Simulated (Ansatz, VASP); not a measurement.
Two plane-wave programs on Zr2AlN3

Contents of INCAR:

```
PREC     = Accurate       # precision mode
ENCUT    = 600            # plane-wave cutoff, eV
EDIFF    = 1E-7           # SCF threshold, eV
ISMEAR   = 0              # smearing method
SIGMA    = 0.1            # smearing width, eV
LREAL    = F              # projectors in reciprocal space
LASPH    = T              # aspherical terms in the spheres
NELM     = 100            # most SCF steps
ALGO     = Normal         # electronic algorithm
ISIF     = 3              # what is computed and relaxed
LWAVE    = F              # write WAVECAR
LCHARG   = F              # write CHGCAR
GGA      = PE             # functional
IBRION   = 2              # ionic algorithm
NSW      = 90             # ionic steps
EDIFFG   = -0.04          # ionic threshold
```

Contents of KPOINTS:

```
Automatic mesh
0
Gamma
  6 6 4
```

Contents of POSCAR:

```
Zr2AlN3
1.0
    4.3012841200      0.0000000000      0.0000000000
   -2.1506420600      3.7250213100      0.0000000000
    0.0000000000      0.0000000000      5.8575314800
Zr Al N
2 1 3
Direct
    0.3333333300      0.6666666700      0.5000000000
    0.6666666700      0.3333333300      0.5000000000
    0.0000000000      0.0000000000      0.0000000000
    0.3333333300      0.6666666700      0.0000000000
    0.6666666700      0.3333333300      0.0000000000
    0.0000000000      0.0000000000      0.5000000000
```

Input for Ansatz:

```yaml
crystal:
  lattice:
    - [4.30128412, 0.0, 0.0]
    - [-2.15064206, 3.72502131, 0.0]
    - [0.0, 0.0, 5.85753148]
  atoms:
    - { symbol: Zr, position: [0.33333333, 0.66666667, 0.5] }
    - { symbol: Zr, position: [0.66666667, 0.33333333, 0.5] }
    - { symbol: Al, position: [0.0, 0.0, 0.0] }
    - { symbol: "N", position: [0.33333333, 0.66666667, 0.0] }
    - { symbol: "N", position: [0.66666667, 0.33333333, 0.0] }
    - { symbol: "N", position: [0.0, 0.0, 0.5] }
basis:
  ecutwfc: 420
kpoints:
  mp_grid: { grid: [6, 6, 4] }
hamiltonian:
  xc: pbe
scf:
  occupations: { method: gaussian, width: 0.1 }
  lower_state_search: "off"
output:
  forces: true
  stress: true
  eigenvalues: true
relax:
  adjacent_minimum: "off"
  f_tol: 0.04
  max_steps: 70
  cell: { stress_tol: 0.4 }
```

Alike in both runs: task relaxation of cell and atoms; functional PBE; k mesh 6 × 6 × 4; occupations gaussian, width 0.1 eV; no spin polarisation.

```csv
,VASP,Ansatz
version,VASP 6.6.1,Ansatz 0.2.0
potentials or method,"VASP PAW PBE potentials, release 64 (Zr_sv, Al, N), cutoff 600 eV","scalar-relativistic, plane waves, PAW"
valence electrons in the cell,42,42
```

|  | VASP | Ansatz | Ansatz less VASP |
| --- | --- | --- | --- |
| gap on the k mesh at the Fermi level, each at its own relaxed structure (eV) | none | none | - |
| relaxed volume (Å³/atom) | 13.60 | 13.64 | +0.043 |
| relaxed cell length with the largest relative difference (Å) | 4.795 | 4.806 | +0.0111 |

A gap of «none» marks a metal or a gap that the smearing closes.
